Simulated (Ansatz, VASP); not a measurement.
**NaI: VASP beside Ansatz**

File POSCAR:

```
NaI
1.0
    0.0000000000      3.3334920000      3.1393080000
    3.3334920000      0.0000000000      3.1393080000
    3.3334920000      3.3334920000      0.0000000000
Na I
1 1
Direct
    0.0000000000      0.0000000000      0.0000000000
    0.5000000000      0.5000000000      0.5000000000
```

File INCAR.step1:

```
SYSTEM = NaI
PREC = Accurate
ENCUT = 520
ISMEAR = 0
SIGMA = 0.05
LREAL = .FALSE.
LASPH = .TRUE.
NELM = 60
NBANDS = 14
GGA = PE
ALGO = Normal
EDIFF = 1E-4
LWAVE = .TRUE.
LCHARG = .FALSE.
```

File INCAR.step2:

```
SYSTEM = NaI
PREC = Accurate
ENCUT = 520
EDIFF = 1E-7
ISMEAR = 0
SIGMA = 0.05
LREAL = .FALSE.
LASPH = .TRUE.
NELM = 60
ALGO = Normal
ISIF = 2
LWAVE = .FALSE.
LCHARG = .FALSE.
METAGGA = R2SCAN
LMIXTAU = .TRUE.
NBANDS = 14
ISTART = 1
```

The input KPOINTS:

```
Automatic mesh
0
G
  6 6 6
  0 0 0
```

Input for Ansatz:

```yaml
crystal:
  lattice:
    - [0.0, 3.333492, 3.139308]
    - [3.333492, 0.0, 3.139308]
    - [3.333492, 3.333492, 0.0]
  atoms:
    - { symbol: Na, position: [0.0, 0.0, 0.0] }
    - { symbol: I, position: [0.5, 0.5, 0.5] }
basis:
  ecutwfc: 500
kpoints:
  mp_grid: { grid: [6, 6, 6] }
hamiltonian:
  xc: r2scan
scf:
  occupations: { method: gaussian, width: 0.05 }
output:
  forces: true
  stress: true
  eigenvalues: true
```

Change from the starting cell: strain +0.030 along x and y, -0.030 along z, atoms carried along.

Alike in both runs: task single point; functional r2SCAN; k mesh 6 × 6 × 6; occupations gaussian, width 0.05 eV; no spin polarisation.

|  | VASP | Ansatz |
| --- | --- | --- |
| version | VASP 6.6.1 | Ansatz 0.2.0 |
| potentials or method | VASP PAW PBE potentials, release 64 (Na_pv, I), cutoff 520 eV | scalar-relativistic, plane waves, PAW |
| valence electrons in the cell | 14 | 26 |

```tsv
	VASP	Ansatz	Ansatz less VASP
gap on the k mesh at the Fermi level (eV)	4.33	4.32	-0.009
least direct gap on the mesh (eV)	4.33	4.32	-0.009
pressure (GPa)	-0.5	-0.4	+0.13
traceless stress, the component that is largest in VASP (GPa)	1.02	1.02	+0.002
```

VASP's potentials were made for PBE, not for r2SCAN. VASP's potentials hold 14 valence electrons a cell and Ansatz's 26, so a difference there can come from the potentials and not from the codes.

Spin-orbit coupling is off throughout.
